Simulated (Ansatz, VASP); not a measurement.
# One calculation of Si2Ge2P, two programs

File INCAR:

```
SYSTEM = Si2Ge2P
ALGO = Normal
EDIFF = 1E-6
EDIFFG = -0.04
ENCUT = 600
GGA = PE
IBRION = 2
ISIF = 3
ISMEAR = 0
LASPH = .True.
LCHARG = .False.
LREAL = .False.
LWAVE = .False.
NELM = 60
NSW = 90
PREC = Accurate
SIGMA = 0.1
```

Contents of KPOINTS:

```
k-points
0
Gamma
  6 6 2
  0 0 0
```

POSCAR

```
Si2Ge2P
1.0
    3.9489086700      0.0000000000      0.0000000000
   -1.9744543300      3.4198552200      0.0000000000
    0.0000000000      0.0000000000      8.0789320300
Si Ge P
2 2 1
Direct
    0.0000000000      0.0000000000      0.7253996300
    0.0000000000      0.0000000000      0.2746003700
    0.3333333300      0.6666666700      0.5000000000
    0.6666666700      0.3333333300      0.5000000000
    0.0000000000      0.0000000000      0.0000000000
```

Input for Ansatz:

```yaml
crystal:
  lattice:
    - [3.94890867, 0.0, 0.0]
    - [-1.97445433, 3.41985522, 0.0]
    - [0.0, 0.0, 8.07893203]
  atoms:
    - { symbol: Si, position: [0.0, 0.0, 0.72539963] }
    - { symbol: Si, position: [0.0, 0.0, 0.27460037] }
    - { symbol: Ge, position: [0.33333333, 0.66666667, 0.5] }
    - { symbol: Ge, position: [0.66666667, 0.33333333, 0.5] }
    - { symbol: P, position: [0.0, 0.0, 0.0] }
basis:
  ecutwfc: 420
kpoints:
  mp_grid: { grid: [6, 6, 2] }
hamiltonian:
  xc: pbe
scf:
  occupations: { method: gaussian, width: 0.1 }
  lower_state_search: "off"
output:
  forces: true
  stress: true
  eigenvalues: true
relax:
  adjacent_minimum: "off"
  f_tol: 0.04
  max_steps: 70
  cell: { stress_tol: 0.4 }
```

Alike in both runs: task relaxation of cell and atoms; functional PBE; k mesh 6 × 6 × 2; occupations gaussian, width 0.1 eV; no spin polarisation.

|  | VASP | Ansatz |
| --- | --- | --- |
| version | VASP 6.6.1 | Ansatz 0.2.0 |
| potentials or method | VASP PAW PBE potentials, release 64 (Si, Ge_d, P), cutoff 600 eV | scalar-relativistic, plane waves, PAW |
| valence electrons in the cell | 41 | 41 |

Ansatz gave:

| Item | Value |
| --- | --- |
| gap on the k mesh at the Fermi level, each at its own relaxed structure (eV) | none |
| relaxed volume (Å³/atom) | 24.87 |
| relaxed cell length with the largest relative difference (Å) | 4.474 |

Which values does VASP return?

gap on the k mesh at the Fermi level, each at its own relaxed structure (eV): none; relaxed volume (Å³/atom): 24.91; relaxed cell length with the largest relative difference (Å): 4.476.

A gap of «none» marks a metal or a gap that the smearing closes.

The k mesh is coarse, so the values compare programs but aren't converged.
